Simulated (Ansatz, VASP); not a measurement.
CdS: VASP beside Ansatz

```xyz
4
Lattice="4.0737 0.0000 0.0000 -2.0369 3.5280 0.0000 0.0000 0.0000 6.6389" Properties=species:S:1:pos:R:3 pbc="T T T"
Cd    2.0369    1.1760    3.3225
Cd    0.0000    2.3520    0.0031
S     2.0369    1.1760    5.8192
S     0.0000    2.3520    2.4998
```

Alike in both runs: functional LDA; k mesh 9 × 9 × 4; occupations gaussian, width 0.02 eV; no spin polarisation.

Ansatz relaxed the structure, and its values are those at the end. VASP's run is a single point on that final structure, the one shown.

|  | VASP | Ansatz |
| --- | --- | --- |
| version | VASP 6.6.1 | Ansatz 0.2.0 |
| potentials or method | VASP PAW LDA potentials, release 64 (Cd, S), cutoff 520 eV | scalar-relativistic, plane waves, PAW |
| valence electrons in the cell | 36 | 52 |

```tsv
	VASP	Ansatz	Ansatz less VASP
gap on the k mesh at the Fermi level (eV)	1.06	1.03	-0.029
least direct gap on the mesh (eV)	1.06	1.03	-0.029
pressure (GPa)	0.5	0.0	-0.54
```

Ansatz warns that its potentials were made for another functional, while VASP's fit it. LDA's correlation is that of Perdew and Zunger in VASP and of Perdew and Wang (1992) in Ansatz. VASP's potentials hold 36 valence electrons a cell and Ansatz's 52, so a difference there can come from the potentials and not from the codes.
